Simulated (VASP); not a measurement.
# PrScO: relaxation of cell and atoms with PBE

Crystal: PrScO.

```
CELL_PARAMETERS angstrom
3.16170 0.00000 0.00000
0.00000 3.16170 0.00000
0.00000 0.00000 5.53498
ATOMIC_POSITIONS crystal
Pr 0.00000 0.00000 0.50000
Sc 0.50000 0.50000 0.00000
O 0.00000 0.00000 0.00000
```

The cell was generated, and may not be a known phase.

* Program: VASP 6.6.1
* Task: relaxation of cell and atoms
* Functional: PBE
* Potentials or basis: VASP PAW PBE potentials, release 64 (Pr_3, Sc_sv, O), 4f in core
* Cutoff: 600 eV
* k mesh: 12 × 12 × 6
* Occupations: gaussian, width 0.1 eV
* Spin: no spin polarisation
* Dipole correction: no
* Further INCAR settings: ALGO = Normal; EDIFF = 1e-07; IBRION = 2; EDIFFG = -0.01; NSW = 100; ISIF = 3

```
Relaxed volume                        : 18.36 Å³/atom
Relaxed cell                          : a = 3.167 Å, b = 3.167 Å, c = 5.493 Å, α = 90.00°, β = 90.00°, γ = 90.00°
Space group after relaxing (to 0.1 Å) : P4/mmm (No. 123)
Energy gained by relaxing             : 0.3 meV/atom
Ionic steps                           : 5
Pressure after relaxing               : 0.1 GPa
Band gap on the k mesh                : zero (bands 14 and 15 overlap by 1.82 eV)
```

The path:
```csv
step,energy change (eV),largest force (eV/Å),pressure (GPa),volume (Å³)
1,0.0000,0.0000,-0.07,55.33
2,-0.0007,0.0000,-0.10,55.27
3,-0.0009,0.0000,-0.12,55.20
4,-0.0009,0.0000,-0.11,55.20
5,-0.0009,0.0000,0.08,55.08
```

Final structure:
```
Pr Sc O
1.0
     3.16662    0.00000    0.00000
     0.00000    3.16662    0.00000
     0.00000    0.00000    5.49276
Pr Sc O
1 1 1
Direct
  0.00000 0.00000 0.50000
  0.50000 0.50000 0.00000
  0.00000 0.00000 0.00000
```

Levels at points of the mesh, in eV from the Fermi level:
| k point | band 12 | band 13 | band 14 | band 15 | band 16 | band 17 |
| --- | --- | --- | --- | --- | --- | --- |
| (0.00, 0.00, 0.00) | -4.35 | -3.10 | -1.40 | 0.06 | 0.80 | 1.71 |
| (0.50, 0.00, 0.00) | -5.03 | -1.41 | -0.22 | 0.39 | 1.80 | 2.44 |
| (0.50, 0.50, 0.00) | -4.33 | -2.81 | -1.49 | -1.49 | 2.99 | 3.08 |
| (0.00, 0.00, 0.50) | -4.40 | -2.12 | -0.86 | -0.65 | 0.02 | 2.18 |
| (0.50, 0.00, 0.50) | -5.73 | -1.63 | -0.40 | 1.99 | 2.30 | 2.42 |
| (0.50, 0.50, 0.50) | -5.10 | -2.38 | 0.28 | 0.28 | 0.83 | 0.83 |

Run time: 5.7 min on 1 thread of Intel(R) Xeon(R) Platinum 8488C (Sapphire Rapids) (shared host), peak memory 0.32 GiB.

Caveat: spin-orbit coupling is left out, which moves the levels of the heavy elements; the 4f electrons are frozen in the core, so they carry no moment and show no levels; the run has no spin polarisation, though such a crystal can be magnetic. Spin polarisation is off, so any magnetic state and its effect on volume and gap are missing.
